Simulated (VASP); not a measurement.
Here is a VASP 6.6.1 calculation.

File INCAR:

```
ALGO = Normal ; EDIFF = 1E-7
ENCUT = 520 ; GGA = PS
ISIF = 2 ; ISMEAR = -1
LASPH = T ; LCHARG = F
LREAL = F ; LWAVE = F
NBANDS = 18 ; NELM = 100
PREC = Accurate ; SIGMA = 0.05
```

Contents of KPOINTS:

```
k-points
0
Gamma
  9 9 9
```

POSCAR

```
ZnCu
1.0
    2.8040488966      0.0000000000      0.0000000000
    0.0000000000      2.8040488966      0.0000000000
    0.0000000000      0.0000000000      2.8040488966
Zn Cu
1 1
Direct
    0.5000000000      0.5000000000      0.5000000000
    0.0000000000      0.0000000000      0.0000000000
```

Potentials or basis: VASP PAW PBE potentials, release 64 (Zn, Cu).

Run with:

```console
$ cat potpaw_PBE.64/Zn/POTCAR potpaw_PBE.64/Cu/POTCAR > POTCAR
$ mpirun -np 1 vasp_std > vasp.out
```

Q: What does it give for the pressure?

A: 20.9 GPa.

Caveat: the PAW data sets were made with another functional, which shifts forces and pressure a little.
